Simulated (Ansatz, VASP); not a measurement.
One calculation of Bi2Se3, two programs

```
Bi Se
1.0
     2.09366    1.20877   10.95573
    -2.09366    1.20877   10.95573
     0.00000   -2.41755   10.95573
Bi Se
2 3
Direct
  0.39559 0.39559 0.39559
  0.60441 0.60441 0.60441
  0.00000 0.00000 0.00000
  0.22103 0.22103 0.22103
  0.77897 0.77897 0.77897
```

Change from the starting cell: strain +0.000 along x and y, +0.050 along z, atoms carried along.

Alike in both runs: task single point; functional PBE; k mesh 6 × 6 × 6; occupations gaussian, width 0.05 eV; no spin polarisation.

|  | VASP | Ansatz |
| --- | --- | --- |
| version | VASP 6.6.1 | Ansatz 0.2.0 |
| potentials or method | VASP PAW PBE potentials, release 64 (Bi_d, Se), cutoff 520 eV | scalar-relativistic, plane waves, PAW |
| valence electrons in the cell | 48 | 78 |

|  | VASP | Ansatz | Ansatz less VASP |
| --- | --- | --- | --- |
| gap on the k mesh at the Fermi level (eV) | 0.88 | 0.88 | +0.003 |
| least direct gap on the mesh (eV) | 0.89 | 0.89 | 0.000 |
| pressure (GPa) | -2.2 | -2.2 | 0.00 |
| traceless stress, the component that is largest in VASP (GPa) | -1.17 | -1.18 | -0.004 |
| rms of the force components (eV/Å) | 0.190 | 0.194 | +0.0038 |

Atom by atom the forces differ by 0.004 eV/Å (rms over components). VASP's potentials hold 48 valence electrons a cell and Ansatz's 78, so a difference there can come from the potentials and not from the codes.

Spin-orbit coupling is off throughout.
